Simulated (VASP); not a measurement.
Sc: relaxation of the atoms with PBE

Sc:

```
CELL_PARAMETERS angstrom
3.30900 0.00000 0.00000
-1.65450 2.86568 0.00000
0.00000 0.00000 5.27330
ATOMIC_POSITIONS crystal
Sc 0.33333 0.66667 0.25000
Sc 0.66667 0.33333 0.75000
```

* Program: VASP 6.6.1
* Task: relaxation of the atoms
* Functional: PBE
* Potentials or basis: VASP PAW PBE potentials, release 64 (Sc_sv)
* Cutoff: 520 eV
* k mesh: 11 × 11 × 6
* Occupations: fermi-dirac, width 0.05 eV
* Spin: no spin polarisation
* Dipole correction: no
* Further INCAR settings: ALGO = Normal; EDIFF = 1e-07; IBRION = 2; EDIFFG = -0.02; NSW = 80

| Item | Value |
| --- | --- |
| Pressure after relaxing | -0.7 GPa |
| Band gap on the k mesh | zero (band 11 reaches 4.48 eV, above the bottom of band 12 at 3.14 eV) |

Stress tensor (GPa, compression positive):
```
-0.13  0.00  0.00
 0.00 -0.13  0.00
 0.00  0.00 -1.78
```

Final structure:
```cif
data_structure
_symmetry_space_group_name_H-M 'P 1'
_symmetry_Int_Tables_number 1
_cell_length_a 3.3090
_cell_length_b 3.3090
_cell_length_c 5.2733
_cell_angle_alpha 90.000
_cell_angle_beta 90.000
_cell_angle_gamma 120.000
_cell_volume 50.00
loop_
_atom_site_label
_atom_site_type_symbol
_atom_site_fract_x
_atom_site_fract_y
_atom_site_fract_z
_atom_site_occupancy
Sc1 Sc 0.33333 0.66667 0.25000 1
Sc2 Sc 0.66667 0.33333 0.75000 1
```

Levels at points of the mesh, in eV from the Fermi level:
```
           k point  band 9  band 10  band 11  band 12  band 13  band 14
(0.00, 0.00, 0.00)   -5.11    -1.66     0.41     1.59     1.59     1.70
(0.00, 0.00, 0.50)   -3.63    -3.63     0.88     0.88     1.53     1.53
```

Run time: 45 s on 1 thread of Oxide Virtual Turin-like Processor, on a shared host, peak memory 0.17 GiB.

Caveat: the relaxation stopped at its first step, so nothing moved.
